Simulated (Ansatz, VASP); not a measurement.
One calculation of Zn4W, two programs

```xyz
5
Lattice="-2.6752 2.6752 2.6752 2.6752 -2.6752 2.6752 2.6752 2.6752 -2.6752" Properties=species:S:1:pos:R:3 pbc="T T T"
Zn    1.3376    1.3376   -1.3376
Zn   -1.3376    1.3376    1.3376
Zn    1.3376   -1.3376    1.3376
Zn    1.3376    1.3376    1.3376
W     0.0000    0.0000    0.0000
```

Change from the starting cell: species swapped into the Hg4Pt type (Im-3m, No. 229).

Alike in both runs: task relaxation of cell and atoms; functional PBE; k mesh 4 × 4 × 4; occupations gaussian, width 0.1 eV; no spin polarisation.

```csv
,VASP,Ansatz
version,VASP 6.6.1,Ansatz 0.2.0
potentials or method,"VASP PAW PBE potentials, release 64 (Zn, W_sv), cutoff 600 eV","scalar-relativistic, plane waves, PAW"
valence electrons in the cell,62,62
```

```tsv
	VASP	Ansatz	Ansatz less VASP
gap on the k mesh at the Fermi level, each at its own relaxed structure (eV)	none	none	-
relaxed volume (Å³/atom)	21.37	21.30	-0.073
relaxed cell length with the largest relative difference (Å)	5.178	5.172	-0.0059
```

A gap of «none» marks a metal or a gap that the smearing closes.

The k mesh is coarse, so the values compare programs but aren't converged. Spin-orbit coupling is off throughout. Noted on VASP's run: the volume moved by over 15 % at a fixed basis, so the end points are rough.
